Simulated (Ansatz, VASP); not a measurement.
**Hf: VASP beside Ansatz**

INCAR

```
SYSTEM = Hf
PREC = Accurate
ENCUT = 520
EDIFF = 1E-7
ISMEAR = 0
SIGMA = 0.15
LREAL = .False.
LASPH = .True.
NELM = 80
ALGO = Fast
ISIF = 2
LWAVE = .False.
LCHARG = .False.
GGA = PS
NBANDS = 17
```

The input KPOINTS:

```
Automatic mesh
0
Gamma
  18 18 10
  0 0 0
```

Contents of POSCAR:

```
Hf
1.0
    3.1487480463      0.0000000000      0.0000000000
   -1.5743740232      2.7268957982      0.0000000000
    0.0000000000      0.0000000000      5.2095340000
Hf
2
Direct
    0.3333333333      0.6666666667      0.2500000000
    0.6666666667      0.3333333333      0.7500000000
```

Input for Ansatz:

```yaml
crystal:
  lattice:
    - [3.1487480463, 0.0, 0.0]
    - [-1.5743740232, 2.7268957982, 0.0]
    - [0.0, 0.0, 5.209534]
  atoms:
    - { symbol: Hf, position: [0.3333333333, 0.6666666667, 0.25] }
    - { symbol: Hf, position: [0.6666666667, 0.3333333333, 0.75] }
basis:
  ecutwfc: 420
kpoints:
  mp_grid: { grid: [18, 18, 10] }
hamiltonian:
  xc: pbesol
scf:
  occupations: { method: gaussian, width: 0.15 }
output:
  forces: true
  stress: true
  eigenvalues: true
```

Change from the starting cell: strain -0.015 along x and y, +0.030 along z, atoms carried along.

Alike in both runs: task single point; functional PBEsol; k mesh 18 × 18 × 10; occupations gaussian, width 0.15 eV; no spin polarisation.

```csv
,VASP,Ansatz
version,VASP 6.6.1,Ansatz 0.2.0
potentials or method,"VASP PAW PBE potentials, release 64 (Hf_pv), cutoff 520 eV","scalar-relativistic, plane waves, PAW"
valence electrons in the cell,20,52
```

Ansatz gave:

- gap on the k mesh at the Fermi level (eV): none
- pressure (GPa): -3.7
- traceless stress, the component that is largest in VASP (GPa): -3.51

**Question.** Which values does VASP return?

**Answer.** gap on the k mesh at the Fermi level (eV): none; pressure (GPa): -4.1; traceless stress, the component that is largest in VASP (GPa): -3.57.

VASP's potentials were made for PBE, not for PBEsol. A gap of «none» marks a metal or a gap that the smearing closes. The functional is the same, so the differences come from potentials, cutoffs and numerics. VASP's potentials hold 20 valence electrons a cell and Ansatz's 52, so a difference there can come from the potentials and not from the codes.

Spin-orbit coupling is off throughout.
